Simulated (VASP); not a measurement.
# WS2 (C2/m) in VASP: further runs, part 2 of 2

VASP 6.6.1. The steps go on from the part before.

### Step 3. Single point, PBE+D3(BJ) (the part above a cut slid along it)

Contents of INCAR:

```
PREC = Accurate
ENCUT = 520
EDIFF = 1E-6
ISMEAR = 0
SIGMA = 0.05
LREAL = False
LASPH = True
NELM = 100
ALGO = Normal
ISIF = 2
LWAVE = False
LCHARG = True
GGA = PE
IVDW = 12
LELF = True
LVHAR = True
NBANDS = 35
```

Contents of KPOINTS:

```
regular mesh
0
Gamma
  10 10 3
```

Contents of POSCAR:

```
WS2
1.0
   -3.1542061832      0.0000000000      0.0000000000
   -1.5771030916     -2.7316226834      0.0000000000
   -2.3656546374     -1.3658113417     12.1399091344
W S
2 4
Direct
    0.2083333333      0.2083333333      0.2500000000
    0.2916666667      0.2916666667      0.7500000000
    0.0231896230      0.0231896230      0.6202874207
    0.6065229563      0.6065229563      0.1202874207
   -0.1065229563     -0.1065229563      0.8797125793
    0.4768103770      0.4768103770      0.3797125793
```

Potentials or basis: VASP PAW PBE potentials, release 64 (W_sv, S).

On the command line:

```sh
$ cat potpaw_PBE.64/W_sv/POTCAR potpaw_PBE.64/S/POTCAR > POTCAR
$ mpirun -np 1 vasp_std > vasp.out
```

OUTCAR:

```text
PREC = Accurate
   ENCUT = 520
   EDIFF = 1E-6
   ISMEAR = 0
   LREAL = False
   LASPH = True
   NELM = 100
   ISIF = 2
   GGA = PE
   IVDW = 12
 IVDW          = 12

 ion  position               nearest neighbor table
   1  0.208  0.208  0.250-   4 2.41   6 2.41   4 2.41   6 2.41   4 2.41   6 2.41
   2  0.292  0.292  0.750-   3 2.41   5 2.41   3 2.41   5 2.41   3 2.41   5 2.41
   3  0.023  0.023  0.620-   2 2.41   2 2.41   2 2.41
   4  0.607  0.607  0.120-   1 2.41   1 2.41   1 2.41
   5  0.893  0.893  0.880-   2 2.41   2 2.41   2 2.41
[... 1149 lines left out ...]
  -------------------------------------------------------------------------------------
  Total       0.16991     0.00478     0.90870     0.14300     0.32255     0.55868
  in kB       2.60254     0.07323    13.91893     2.19045     4.94067     8.55749
  external pressure =        5.53 kB  Pullay stress =        0.00 kB

 VOLUME and BASIS-vectors are now :
 -----------------------------------------------------------------------------
  energy-cutoff  :      520.00
  volume of cell :      104.60
      direct lattice vectors                 reciprocal lattice vectors
    -3.154206183  0.000000000  0.000000000    -0.317036979  0.183041385 -0.041186470
    -1.577103092 -2.731622683  0.000000000     0.000000000 -0.366082771 -0.041186470
    -2.365654637 -1.365811342 12.139909134     0.000000000  0.000000000  0.082372939

 POSITION                                       TOTAL-FORCE (eV/Angst)
 -----------------------------------------------------------------------------------
     -1.57710     -0.91054      3.03498         0.029473      0.017016      0.005294
     -3.15421     -1.82108      9.10493        -0.029473     -0.017016     -0.005294
     -1.57710     -0.91054      7.53023        -0.001261     -0.000728     -0.012740
     -3.15421     -1.82108      1.46028         0.127114      0.073389      0.273915
     -6.30841     -3.64216     10.67963        -0.127114     -0.073389     -0.273915
     -3.15421     -1.82108      4.60968         0.001261      0.000728      0.012740
 -----------------------------------------------------------------------------------
    total drift:                                0.000000      0.000000     -0.000000

  FREE ENERGIE OF THE ION-ELECTRON SYSTEM (eV)
  ---------------------------------------------------
  free  energy   TOTEN  =       -49.6927460354 eV

  energy  without entropy=      -49.6927460354  energy(sigma->0) =      -49.69274604
```

OSZICAR:

```text
N       E                     dE             d eps       ncg     rms          rms(c)
DAV:   1     0.516516157018E+03    0.51652E+03   -0.28432E+04  6572   0.149E+03
DAV:   2    -0.166215640003E+02   -0.53314E+03   -0.51534E+03  6919   0.415E+02
DAV:   3    -0.489725862143E+02   -0.32351E+02   -0.31789E+02  7433   0.975E+01
DAV:   4    -0.497501169641E+02   -0.77753E+00   -0.77399E+00  7244   0.158E+01
DAV:   5    -0.497658653087E+02   -0.15748E-01   -0.15738E-01  7263   0.237E+00    0.384E+01
DAV:   6    -0.474508899850E+02    0.23150E+01   -0.81776E+00  6752   0.193E+01    0.166E+01
DAV:   7    -0.472310881619E+02    0.21980E+00   -0.27081E+00  6513   0.858E+00    0.675E+00
DAV:   8    -0.470823494227E+02    0.14874E+00   -0.41027E-01  6783   0.446E+00    0.231E+00
DAV:   9    -0.470855799311E+02   -0.32305E-02   -0.55177E-02  7187   0.121E+00    0.123E+00
DAV:  10    -0.470828815418E+02    0.26984E-02   -0.27663E-02  6978   0.108E+00    0.408E-01
DAV:  11    -0.470824176857E+02    0.46386E-03   -0.45106E-03  6620   0.419E-01    0.197E-01
DAV:  12    -0.470823819189E+02    0.35767E-04   -0.18031E-04  6841   0.814E-02    0.882E-02
DAV:  13    -0.470824005835E+02   -0.18665E-04   -0.45193E-05  6687   0.395E-02    0.518E-02
DAV:  14    -0.470824026852E+02   -0.21017E-05   -0.20119E-05  6452   0.250E-02    0.362E-02
DAV:  15    -0.470824017388E+02    0.94645E-06   -0.36446E-06  6067   0.132E-02
   1 F= -.49692746E+02 E0= -.49692746E+02  d E =-.291200E-15
```

stdout:

```text
POSCAR found type information on POSCAR W S
 POSCAR found :  2 types and       6 ions
 scaLAPACK will be used
 LDA part: xc-table for (Slater+PW92), standard interpolation
 -----------------------------------------------------------------------------
|                                                                             |
|           W    W    AA    RRRRR   N    N  II  N    N   GGGG   !!!           |
|           W    W   A  A   R    R  NN   N  II  NN   N  G    G  !!!           |
|           W    W  A    A  R    R  N N  N  II  N N  N  G       !!!           |
|           W WW W  AAAAAA  RRRRR   N  N N  II  N  N N  G  GGG   !            |
|           WW  WW  A    A  R   R   N   NN  II  N   NN  G    G                |
|           W    W  A    A  R    R  N    N  II  N    N   GGGG   !!!           |
|                                                                             |
|     Your reciprocal lattice and k-lattice belong to different lattice       |
|     classes:                                                                |
|                                                                             |
|        The reciprocal lattice is body-centered orthorhombic,                |
|        whereas your k-lattice is base-centered monoclinic.                  |
|                                                                             |
|     Results are often still useful ...                                      |
|                                                                             |
 -----------------------------------------------------------------------------

 POSCAR, INCAR and KPOINTS ok, starting setup
 FFT: planning ... GRIDC
 FFT: planning ... GRID_SOFT
 FFT: planning ... GRID
 WAVECAR not read
 entering main loop
```

It took 7.6 min on 1 thread of Intel Xeon 8259CL, shared host; peak memory 0.4 GiB.

What came out:

```yaml
Free_energy: -49.6927 eV
Pressure: 0.6 GPa
Largest_force: 0.311 eV/Å
Band_gap_on_the_k_mesh: 0.91 eV (least direct gap 2.11 eV)
Dispersion_energy_per_atom: -0.435 eV
```

Forces on the atoms (eV/Å):
```
W    0.029  0.017  0.005
W   -0.029 -0.017 -0.005
S   -0.001 -0.001 -0.013
S    0.127  0.073  0.274
S   -0.127 -0.073 -0.274
S    0.001  0.001  0.013
```

Stress tensor (GPa, compression positive):
```
0.26 0.22 0.86
0.22 0.01 0.49
0.86 0.49 1.39
```

Levels at points of the mesh, in eV from the valence-band top:
```tsv
k point	band 23	band 24	band 25	band 26	band 27	band 28	band 29	band 30
(0.00, 0.00, 0.00)	-2.29	-1.44	-1.41	0.00	2.17	2.18	2.18	2.20
(0.50, 0.00, 0.00)	-2.04	-1.98	-1.87	-1.39	2.23	2.26	2.53	2.63
(0.50, 0.50, 0.00)	-2.11	-1.85	-1.83	-1.64	2.22	2.27	2.67	2.69
```

Caveat: the cell differs from its parent crystal (the part above a cut slid along it); spin-orbit coupling is left out, which moves the levels of the heavy elements. A k mesh can miss the band edges.
